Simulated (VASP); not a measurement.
Write the native input for VASP 6.6.1 that does the following.

- Task: single point
- Functional: r2SCAN
- Potentials or basis: VASP PAW PBE potentials, release 64 (Cd, Se)
- Cutoff: 520 eV
- k mesh: 8 × 8 × 8
- Occupations: gaussian, width 0.01 eV
- Spin: no spin polarisation
- Dipole correction: no
- Further INCAR settings: ALGO = Normal; EDIFF = 1e-06; NBANDS = 16

The system is CdSe.

```
Cd Se
1.0
     0.00000    3.05244    3.05244
     3.05244    0.00000    3.05244
     3.05244    3.05244    0.00000
Cd Se
1 1
Direct
  0.00000 0.00000 0.00000
  0.25000 0.25000 0.25000
```

This cell differs from its parent crystal: strain -0.5%.

One way to write it, as run:

POSCAR

```
CdSe
1.0
    0.0000000000      3.0524420594      3.0524420594
    3.0524420594      0.0000000000      3.0524420594
    3.0524420594      3.0524420594      0.0000000000
Cd Se
1 1
Direct
    0.0000000000      0.0000000000      0.0000000000
    0.2500000000      0.2500000000      0.2500000000
```

INCAR.step1

```
PREC = Accurate
ENCUT = 520
ISMEAR = 0
SIGMA = 0.01
LREAL = False
LASPH = True
NELM = 60
NBANDS = 16
GGA = PE
ALGO = Normal
EDIFF = 1E-4
LWAVE = True
LCHARG = False
```

INCAR.step2

```
PREC = Accurate
ENCUT = 520
EDIFF = 1E-6
ISMEAR = 0
SIGMA = 0.01
LREAL = False
LASPH = True
NELM = 60
ALGO = Normal
ISIF = 2
LWAVE = False
LCHARG = True
METAGGA = R2SCAN
LMIXTAU = True
LELF = True
LVHAR = True
NBANDS = 16
ISTART = 1
```

KPOINTS

```
regular mesh
0
Gamma
  8 8 8
```

Potentials or basis: VASP PAW PBE potentials, release 64 (Cd, Se).

Run with:

```console
$ cat potpaw_PBE.64/Cd/POTCAR potpaw_PBE.64/Se/POTCAR > POTCAR
$ cp INCAR.step1 INCAR
$ mpirun -np 1 vasp_std > vasp.out
$ cp INCAR.step2 INCAR
$ mpirun -np 1 vasp_std > vasp.out
```

It gave:

```json
{
 "Pressure": "1.0 GPa",
 "Band gap on the k mesh": "1.06 eV, direct"
}
```

Caveat: the cell differs from its parent crystal (strain -0.5%); the PAW data sets were made with another functional, which shifts forces and pressure a little.

It took 65 s on 1 thread of Intel(R) Xeon(R) 6975P-C (Granite Rapids), on a shared host, peak memory 0.19 GiB.
